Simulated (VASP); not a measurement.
Set up this calculation in VASP 6.6.1, as the native input.

```yaml
Task: single point
Functional: r2SCAN
Potentials_or_basis: VASP PAW PBE potentials, release 64 (W_sv, Se)
Cutoff: 520 eV
k_mesh: 12 × 12 × 12
Occupations: gaussian, width 0.1 eV
Spin: collinear spin
Starting_moments: "[1.0, 0.0] μB"
Hubbard_terms: W d U = 6.2 eV
Dipole_correction: no
Further_INCAR_settings: ALGO = Normal; EDIFF = 1e-06; NBANDS = 21
```

WSe:

```
W Se
1.0
     0.00000    3.10218    3.10218
     3.10218    0.00000    3.10218
     3.10218    3.10218    0.00000
W Se
1 1
Direct
  0.00000 0.00000 0.00000
  0.25000 0.25000 0.25000
```

The input as run:

POSCAR

```
WSe
1.0
    0.0000000000      3.1021847864      3.1021847864
    3.1021847864      0.0000000000      3.1021847864
    3.1021847864      3.1021847864      0.0000000000
W Se
1 1
Direct
    0.0000000000      0.0000000000      0.0000000000
    0.2500000000      0.2500000000      0.2500000000
```

INCAR.step1

```
SYSTEM = WSe
ALGO = Normal
EDIFF = 1E-4
ENCUT = 520
GGA = PE
ISMEAR = 0
ISPIN = 2
LASPH = .TRUE.
LCHARG = .FALSE.
LDAU = .TRUE.
LDAUJ = 0 0
LDAUL = 2 -1
LDAUTYPE = 2
LDAUU = 6.2 0
LMAXMIX = 4
LREAL = .FALSE.
LWAVE = .TRUE.
MAGMOM = 1 0
NBANDS = 21
NELM = 150
PREC = Accurate
SIGMA = 0.1
```

INCAR.step2

```
SYSTEM = WSe
ALGO = Normal
EDIFF = 1E-6
ENCUT = 520
ISIF = 2
ISMEAR = 0
ISPIN = 2
ISTART = 1
LASPH = .TRUE.
LCHARG = .TRUE.
LDAU = .TRUE.
LDAUJ = 0 0
LDAUL = 2 -1
LDAUPRINT = 1
LDAUTYPE = 2
LDAUU = 6.2 0
LELF = .TRUE.
LMAXMIX = 4
LMIXTAU = .TRUE.
LORBIT = 11
LREAL = .FALSE.
LVHAR = .TRUE.
LWAVE = .FALSE.
MAGMOM = 1 0
METAGGA = R2SCAN
NBANDS = 21
NELM = 150
PREC = Accurate
SIGMA = 0.1
```

KPOINTS

```
k-points
0
G
  12 12 12
  0 0 0
```

Potentials or basis: VASP PAW PBE potentials, release 64 (W_sv, Se).

The run is started by

```sh
$ cat potpaw_PBE.64/W_sv/POTCAR potpaw_PBE.64/Se/POTCAR > POTCAR
$ cp INCAR.step1 INCAR
$ mpirun -np 1 vasp_std > vasp.out
$ cp INCAR.step2 INCAR
$ mpirun -np 1 vasp_std > vasp.out
```

Results of the run:

| Item | Value |
| --- | --- |
| Pressure | -1.7 GPa |
| Band gap on the k mesh | zero (filled and empty bands overlap) |
| Net moment | 4.00 μB per cell |
| Site moments | W +3.31; Se -0.22 μB |
| Valence electrons inside the program's atomic spheres | W 11.80; Se 3.89 |

Caveat: the PAW data sets were made with another functional, which shifts forces and pressure a little; spin-orbit coupling is left out, which moves the levels of the heavy elements.

It took 4.3 min on 1 thread of Intel(R) Xeon(R) 6975P-C (Granite Rapids), with other jobs on the host, peak memory 0.34 GiB.
